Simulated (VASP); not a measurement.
Wanted: the native input for a VASP 6.6.1 run.

| Item | Value |
| --- | --- |
| Task | relaxation of cell and atoms |
| Functional | PBE |
| Potentials or basis | VASP PAW PBE potentials, release 64 (Ti_sv, N) |
| Cutoff | 600 eV |
| k mesh | 12 × 12 × 12 |
| Occupations | methfessel-paxton, width 0.05 eV |
| Spin | no spin polarisation |
| Dipole correction | no |
| Further INCAR settings | ALGO = Normal; EDIFF = 1e-06; IBRION = 2; EDIFFG = -0.005; NSW = 80; ISIF = 3 |

The structure of TiN (Osbornite) lies in POSCAR:

```
TiN
1.0
    0.0000000000      2.1190000000      2.1190000000
    2.1190000000      0.0000000000      2.1190000000
    2.1190000000      2.1190000000      0.0000000000
Ti N
1 1
Direct
    0.0000000000      0.0000000000      0.0000000000
    0.5000000000      0.5000000000      0.5000000000
```

These files were run (other wordings do the same):

INCAR

```
ALGO = Normal
EDIFF = 1E-6
EDIFFG = -0.005
ENCUT = 600
GGA = PE
IBRION = 2
ISIF = 3
ISMEAR = 1
LASPH = True
LCHARG = False
LREAL = False
LWAVE = False
NELM = 100
NSW = 80
PREC = Accurate
SIGMA = 0.05
```

KPOINTS

```
k-points
0
Gamma
  12 12 12
```

Potentials or basis: VASP PAW PBE potentials, release 64 (Ti_sv, N).

Command:

```console
$ cat potpaw_PBE.64/Ti_sv/POTCAR potpaw_PBE.64/N/POTCAR > POTCAR
$ mpirun -np 1 vasp_std > vasp.out
```

It gave:

```yaml
Relaxed_volume: 9.59 Å³/atom
Relaxed_cell: a = 3.004 Å, b = 3.004 Å, c = 3.004 Å, α = 60.00°, β = 60.00°, γ = 60.00°
Space_group_after_relaxing_to_0.05_Å: Fm-3m (No. 225)
Energy_gained_by_relaxing: 0.5 meV/atom
Ionic_steps: 3
Pressure_after_relaxing: 0.0 GPa
```

It took 17 s on 1 thread of Intel(R) Xeon(R) 6975P-C (Granite Rapids), with other jobs on the host, peak memory 0.15 GiB.
